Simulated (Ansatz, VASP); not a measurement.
Au in VASP and in Ansatz

```xyz
1
Lattice="0.0000 1.9841 2.0762 1.9841 0.0000 2.0762 1.9841 1.9841 0.0000" Properties=species:S:1:pos:R:3 pbc="T T T"
Au    0.0000    0.0000    0.0000
```

Change from the starting cell: strain -0.030 along x and y, +0.015 along z, atoms carried along.

Alike in both runs: task single point; functional PBE; k mesh 20 × 20 × 20; occupations gaussian, width 0.15 eV; no spin polarisation.

|  | VASP | Ansatz |
| --- | --- | --- |
| version | VASP 6.6.1 | Ansatz 0.2.0 |
| potentials or method | VASP PAW PBE potentials, release 64 (Au), cutoff 520 eV | scalar-relativistic, plane waves, PAW |
| valence electrons in the cell | 11 | 19 |

|  | VASP | Ansatz | Ansatz less VASP |
| --- | --- | --- | --- |
| gap on the k mesh at the Fermi level (eV) | none | none | - |
| pressure (GPa) | 17.2 | 17.6 | +0.36 |
| traceless stress, the component that is largest in VASP (GPa) | -1.39 | -1.38 | +0.003 |

A gap of «none» marks a metal or a gap that the smearing closes. The functional is the same, so the differences come from potentials, cutoffs and numerics. VASP's potentials hold 11 valence electrons a cell and Ansatz's 19, so a difference there can come from the potentials and not from the codes.

Spin-orbit coupling is off throughout.
